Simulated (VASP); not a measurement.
# Y2C5 (F-43m) in VASP: single point with PBE

Aim: the single point of Y2C5 with PBE.

Program: VASP 6.6.1. These are calculated values, not measurements. Logs are shortened: lines on timing, memory, paths and dates and some standing lists are left out, and cuts for length are marked.

### Step 1. The cell of the first run

It takes space group F-43m (No. 216, cubic). Conventional cell: a = 7.397 Å, b = 7.397 Å, c = 7.397 Å, α = 90.00°, β = 90.00°, γ = 90.00°. Y (site symmetry -43m) has 28 C at 3.20 to 4.31 Å and 4 Y at 3.20 Å within 4.4 Å. Within 3.0 Å of Y (site symmetry -43m) lie 4 C at 2.27 Å. C (site symmetry 3m) has 3 C at 1.53 Å within 2.0 Å. C (site symmetry -43m) has 16 C at 3.02 to 4.14 Å and 10 Y at 3.20 to 3.70 Å within 4.2 Å.

The cell was generated, and may not be a known phase.

### Step 2. Single point, PBE

File INCAR:

```
  PREC = Accurate
  ENCUT = 1300
  EDIFF = 1E-6
  ISMEAR = 0
  SIGMA = 0.1
  LREAL = False
  LASPH = True
  NELM = 120
  ALGO = Normal
  ISIF = 2
  LWAVE = False
  LCHARG = False
  GGA = PE
  NBANDS = 30
  GGA_COMPAT = False
```

File KPOINTS:

```
regular mesh
0
Gamma
  4 4 4
```

File POSCAR:

```
Y2C5
1.0
    0.0000000000      3.6984543736      3.6984543736
    3.6984543736      0.0000000000      3.6984543736
    3.6984543736      3.6984543736      0.0000000000
Y C
2 5
Direct
    0.7500000000      0.7500000000      0.7500000000
    0.0000000000      0.0000000000      0.0000000000
    0.1771044565      0.1771044565      0.1771044565
    0.1771044565      0.1771044565      0.4686866306
    0.1771044565      0.4686866306      0.1771044565
    0.4686866306      0.1771044565      0.1771044565
    0.5000000000      0.5000000000      0.5000000000
```

Potentials or basis: VASP PAW PBE potentials, release 64 (Y_sv, C_h).

Run with:

```console
> cat potpaw_PBE.64/Y_sv/POTCAR potpaw_PBE.64/C_h/POTCAR > POTCAR
> mpirun -np 1 vasp_std > vasp.out
```

OUTCAR:

```text
PREC = Accurate
   ENCUT = 1300
   EDIFF = 1E-6
   ISMEAR = 0
   LREAL = False
   LASPH = True
   NELM = 120
   ISIF = 2
   GGA = PE

 ion  position               nearest neighbor table
   1  0.750  0.750  0.750-   2 3.20   2 3.20   2 3.20   2 3.20
   2  0.000  0.000  0.000-   4 2.27   5 2.27   6 2.27   3 2.27   1 3.20   1 3.20   1 3.20   1 3.20

   3  0.177  0.177  0.177-   2 2.27
   4  0.177  0.177  0.469-   2 2.27
   5  0.177  0.469  0.177-   2 2.27
   6  0.469  0.177  0.177-   2 2.27
   7  0.500  0.500  0.500-

  LATTYP: Found a face centered cubic cell.
 ALAT       =     7.3969087472

  Lattice vectors:

 A1 = (   0.0000000000,   3.6984543736,   3.6984543736)
 A2 = (   3.6984543736,   0.0000000000,   3.6984543736)
 A3 = (   3.6984543736,   3.6984543736,   0.0000000000)

Analysis of symmetry for initial positions (statically):
=====================================================================
 Subroutine PRICEL returns:
 Original cell was already a primitive cell.

 Routine SETGRP: Setting up the symmetry group for a
 face centered cubic supercell.

 Subroutine GETGRP returns: Found 24 space group operations
 (whereof 24 operations were pure point group operations)
 out of a pool of 48 trial point group operations.

The static configuration has the point symmetry T_d .

Analysis of symmetry for dynamics (positions and initial velocities):
=====================================================================
 Subroutine PRICEL returns:
 Original cell was already a primitive cell.

 Routine SETGRP: Setting up the symmetry group for a
 face centered cubic supercell.

 Subroutine GETGRP returns: Found 24 space group operations
 (whereof 24 operations were pure point group operations)
 out of a pool of 48 trial point group operations.

The dynamic configuration has the point symmetry T_d .

 Subroutine INISYM returns: Found 24 space group operations
 (whereof 24 operations are pure point group operations),
 and found     1 'primitive' translations

----------------------------------------------------------------------------------------

                                     Primitive cell

  volume of cell :     101.1791

  direct lattice vectors                    reciprocal lattice vectors
     0.000000000  3.698454374  3.698454374    -0.135191610  0.135191610  0.135191610
     3.698454374  0.000000000  3.698454374     0.135191610 -0.135191610  0.135191610
     3.698454374  3.698454374  0.000000000     0.135191610  0.135191610 -0.135191610

  length of vectors
     5.230404335  5.230404335  5.230404335     0.234158737  0.234158737  0.234158737

  position of ions in fractional coordinates (direct lattice)
     0.750000000  0.750000000  0.750000000
     0.000000000  0.000000000  0.000000000
     0.177104456  0.177104456  0.177104456
     0.177104456  0.177104456  0.468686631
     0.177104456  0.468686631  0.177104456
     0.468686631  0.177104456  0.177104456
     0.500000000  0.500000000  0.500000000

  ion indices of the primitive-cell ions
   primitive index   ion index
                 1           1
                 2           2
                 3           3
                 4           4
                 5           5
                 6           6
                 7           7

----------------------------------------------------------------------------------------

 KPOINTS: regular mesh

Automatic generation of k-mesh.
 Grid dimensions read from file:
 generate k-points for:    4    4    4

 Generating k-lattice:

  Cartesian coordinates                     Fractional coordinates (reciprocal lattice)
    -0.033797902  0.033797902  0.033797902     0.250000000  0.000000000  0.000000000
     0.033797902 -0.033797902  0.033797902     0.000000000  0.250000000  0.000000000
     0.033797902  0.033797902 -0.033797902     0.000000000  0.000000000  0.250000000

  Length of vectors
     0.058539684  0.058539684  0.058539684

  Shift w.r.t. Gamma in fractional coordinates (k-lattice)
     0.000000000  0.000000000  0.000000000

 Subroutine IBZKPT returns following result:
 ===========================================

 Found      8 irreducible k-points:

 Following reciprocal coordinates:
            Coordinates               Weight
  0.000000  0.000000  0.000000      1.000000
  0.250000  0.000000  0.000000      8.000000
  0.500000  0.000000  0.000000      4.000000
  0.250000  0.250000  0.000000      6.000000
  0.500000  0.250000  0.000000     24.000000
 -0.250000  0.250000  0.000000     12.000000
  0.500000  0.500000  0.000000      3.000000
 -0.250000  0.500000  0.250000      6.000000
   k-points           NKPTS =      8   k-points in BZ     NKDIM =      8   number of bands    NBANDS=     30
   number of dos      NEDOS =    301   number of ions     NIONS =      7
   total plane-waves  NPLWV = 262144
   dimension x,y,z NGX =    64 NGY =   64 NGZ =   64
   dimension x,y,z NGXF=   128 NGYF=  128 NGZF=  128
   ions per type =               2   5
   NGX,Y,Z   is equivalent  to a cutoff of  20.34, 20.34, 20.34 a.u.
   NGXF,Y,Z  is equivalent  to a cutoff of  40.68, 40.68, 40.68 a.u.
 SYSTEM =  unknown system
   PREC   = accura    normal or accurate (medium, high low for compatibility)
   ISTART =      0    job   : 0-new  1-cont  2-samecut
   ICHARG =      2    charge: 1-file 2-atom 10-const
   ISPIN  =      1    spin polarized calculation?
   LNONCOLLINEAR =      F non collinear calculations
   LSORBIT =      F    spin-orbit coupling
   LASPH  =      T    aspherical Exc in radial PAW
   ENCUT  = 1300.0 eV  95.55 Ry    9.77 a.u.  15.38 15.38 15.38*2*pi/ulx,y,z
   NELM   =    120;   NELMIN=  2; NELMDL= -5     # of ELM steps
   EDIFF  = 0.1E-05   stopping-criterion for ELM
   LREAL  =      F    real-space projection
   EDIFFG = 0.1E-04   stopping-criterion for IOM
   NSW    =      0    number of steps for IOM
   IBRION =     -1    ionic relax: 0-MD 1-quasi-New 2-CG
   NFREE  =      0    steps in history (QN), initial steepest desc. (CG)
   ISIF   =      2    stress and relaxation
   ISYM   =      2    0-nonsym 1-usesym 2-fastsym
   POTIM  = 0.5000    time-step for ionic-motion
   TEBEG  =    0.0;   TEEND  =   0.0 temperature during run
   PSTRESS=    0.0 pullay stress
   NELECT =      42.0000    total number of electrons
   NUPDOWN=      -1.0000    fix difference up-down
   EMIN   =  10.00;   EMAX   =-10.00  energy-range for DOS
   EFERMI =   0.00;   METHOD = LEGACY
   ISMEAR =     0;   SIGMA  =   0.10  broadening in eV -4-tet -1-fermi 0-gaus
   EFERMI_NEDOS =   21; number of points for ismear=-14 and -15
   IALGO  =     38    algorithm
   IMIX   =      4    mixing-type and parameters
     AMIX     =   0.40;   BMIX     =  1.00
     AMIX_MAG =   1.60;   BMIX_MAG =  1.00
  volume/ion in A,a.u.               =      14.45        97.54
  Fermi-wavevector in a.u.,A,eV,Ry     =   1.221221  2.307773 20.291473  1.491381
  Thomas-Fermi vector in A             =   2.356411
   LORBIT       =      0    0 simple, 1 ext, 2 COOP (PROOUT), +10 PAW based schemes
   GGA     = PE    functional components
   LHFCALC =     F    Hartree Fock is set to
   AEXX    =    0.0000 exact exchange contribution
   IVDW    =     0    specifies the selected vdW correction
   LEPSILON=     F    determine dielectric tensor
   LRPA    =     F    only Hartree local field effects (RPA)
 non-spin polarized calculation
 Gauss-broadening in eV      SIGMA  =   0.10
  energy-cutoff  :     1300.00
  volume of cell :      101.18
 maximum number of plane-waves:     10850
 NGX is ok and might be reduce to    64
   NGX = 31   NGY = 31   NGZ = 31

 number of electron      42.0000000 magnetization

 Free energy of the ion-electron system (eV)
  ---------------------------------------------------
  ext. energy  EPLUGINS =         0.00000000
  ---------------------------------------------------
  free energy    TOTEN  =       -47.64818315 eV

  energy without entropy =      -47.62969602  energy(sigma->0) =      -47.63893958

 E-fermi :   4.1251     XC(G=0): -10.3469

 val. band max:        4.0875279100   @ k =   0.0000   0.0000   0.0000
 cond. band min:       4.1710137040   @ k =  -0.2500   0.2500   0.0000
 fundamental gap:      0.0834857940
 Fermi energy:         4.1250953985

 k-point     1 :       0.0000    0.0000    0.0000
  band No.  band energies     occupation
      1     -39.6317      2.00000
      2     -37.0974      2.00000
      3     -19.5817      2.00000
      4     -19.5817      2.00000
      5     -19.5817      2.00000
      6     -17.3572      2.00000
[... 22 lines left out ...]
     29       9.3634      0.00000
     30       9.3669      0.00000

 k-point     2 :       0.2500    0.0000    0.0000
  band No.  band energies     occupation
      1     -39.6308      2.00000
      2     -37.0984      2.00000
      3     -19.5871      2.00000
      4     -19.5865      2.00000
      5     -19.5865      2.00000
      6     -17.3960      2.00000
[... 22 lines left out ...]
     29       8.6464      0.00000
     30       8.6464      0.00000

 k-point     3 :       0.5000    0.0000    0.0000
  band No.  band energies     occupation
      1     -39.6299      2.00000
      2     -37.0995      2.00000
      3     -19.5939      2.00000
      4     -19.5912      2.00000
      5     -19.5912      2.00000
      6     -17.4254      2.00000
[... 22 lines left out ...]
     29       8.4323      0.00000
     30       8.4323      0.00000

 k-point     4 :       0.2500    0.2500    0.0000
  band No.  band energies     occupation
      1     -39.6305      2.00000
      2     -37.0988      2.00000
      3     -19.5931      2.00000
      4     -19.5931      2.00000
      5     -19.5775      2.00000
      6     -17.4177      2.00000
[... 22 lines left out ...]
     29       7.8283      0.00000
     30       9.1807      0.00000

 k-point     5 :       0.5000    0.2500    0.0000
  band No.  band energies     occupation
      1     -39.6296      2.00000
      2     -37.0999      2.00000
      3     -19.6070      2.00000
      4     -19.5978      2.00000
      5     -19.5740      2.00000
      6     -17.4295      2.00000
[... 22 lines left out ...]
     29       7.3760      0.00000
     30       8.4103      0.00000

 k-point     6 :      -0.2500    0.2500    0.0000
  band No.  band energies     occupation
      1     -39.6299      2.00000
      2     -37.0995      2.00000
      3     -19.6062      2.00000
      4     -19.5912      2.00000
      5     -19.5774      2.00000
      6     -17.4066      2.00000
[... 22 lines left out ...]
     29       7.9799      0.00000
     30       8.1523      0.00000

 k-point     7 :       0.5000    0.5000    0.0000
  band No.  band energies     occupation
      1     -39.6293      2.00000
      2     -37.1002      2.00000
      3     -19.6044      2.00000
      4     -19.6044      2.00000
      5     -19.5721      2.00000
      6     -17.4691      2.00000
[... 22 lines left out ...]
     29       7.5515      0.00000
     30       7.8322      0.00000

 k-point     8 :      -0.2500    0.5000    0.2500
  band No.  band energies     occupation
      1     -39.6293      2.00000
      2     -37.1002      2.00000
      3     -19.6078      2.00000
      4     -19.6066      2.00000
      5     -19.5687      2.00000
      6     -17.4161      2.00000
[... 22 lines left out ...]
     29       7.6082      0.00000
     30       7.6120      0.00000

------------------------ aborting loop because EDIFF is reached ----------------------------------------

  FORCE on cell =-STRESS in cart. coord.  units (eV):
  Direction    XX          YY          ZZ          XY          YZ          ZX
  --------------------------------------------------------------------------------------
  -------------------------------------------------------------------------------------
  Total       -0.2029444     -0.2029444     -0.2029444     -0.0000000      0.0000000      0.0000000
  in kB       -3.2136375     -3.2136375     -3.2136375     -0.0000000      0.0000000      0.0000000
  external PRESSURE =      -3.2136375 kB  Pullay stress =       0.0000000 kB

 VOLUME and BASIS-vectors are now :
 -----------------------------------------------------------------------------
  energy-cutoff  :     1300.00
  volume of cell :      101.18
      direct lattice vectors                 reciprocal lattice vectors
     0.000000000  3.698454374  3.698454374    -0.135191610  0.135191610  0.135191610
     3.698454374  0.000000000  3.698454374     0.135191610 -0.135191610  0.135191610
     3.698454374  3.698454374  0.000000000     0.135191610  0.135191610 -0.135191610

 POSITION                                       TOTAL-FORCE (eV/Angst)
 -----------------------------------------------------------------------------------
      5.54768      5.54768      5.54768         0.000000      0.000000      0.000000
      0.00000      0.00000      0.00000         0.000000      0.000000      0.000000
      1.31003      1.31003      1.31003        -0.017359     -0.017359     -0.017359
      2.38843      2.38843      1.31003         0.017359      0.017359     -0.017359
      2.38843      1.31003      2.38843         0.017359     -0.017359      0.017359
      1.31003      2.38843      2.38843        -0.017359      0.017359      0.017359
      3.69845      3.69845      3.69845         0.000000      0.000000      0.000000
 -----------------------------------------------------------------------------------
    total drift:                               -0.000000     -0.000000     -0.000000

  FREE ENERGIE OF THE ION-ELECTRON SYSTEM (eV)
  ---------------------------------------------------
  free  energy   TOTEN  =       -47.6481831515 eV

  energy  without entropy=      -47.6296960155  energy(sigma->0) =      -47.63893958
```

Wall time 1.9 min (1 thread of Intel Xeon Platinum 8488C (Sapphire Rapids), shared host); peak memory 0.61 GiB.

Results:

```yaml
Free_energy: -47.6482 eV
Pressure: -0.3 GPa
Largest_force: 0.030 eV/Å
Band_gap_on_the_k_mesh: zero (bands 21 and 22 overlap by 0.25 eV)
```

Forces on the atoms (eV/Å):
```
Y    0.000  0.000  0.000
Y    0.000  0.000  0.000
C   -0.017 -0.017 -0.017
C    0.017  0.017 -0.017
C    0.017 -0.017  0.017
C   -0.017  0.017  0.017
C    0.000  0.000  0.000
```

Levels at points of the mesh, in eV from the Fermi level:
| k point | band 18 | band 19 | band 20 | band 21 | band 22 | band 23 | band 24 | band 25 |
| --- | --- | --- | --- | --- | --- | --- | --- | --- |
| (0.00, 0.00, 0.00) | -2.70 | -2.70 | -0.04 | -0.04 | -0.04 | 2.20 | 2.20 | 2.20 |
| (0.50, 0.00, 0.00) | -2.19 | -2.19 | -0.36 | -0.36 | -0.04 | 1.80 | 1.80 | 1.89 |
| (0.50, 0.50, 0.00) | -2.47 | -2.03 | -0.13 | -0.13 | 0.78 | 1.46 | 1.46 | 1.74 |

Caveat: the k points lie up to 0.37 Å⁻¹ apart.

The gap in the log of VASP goes by the Fermi energy; the results here count the filled bands.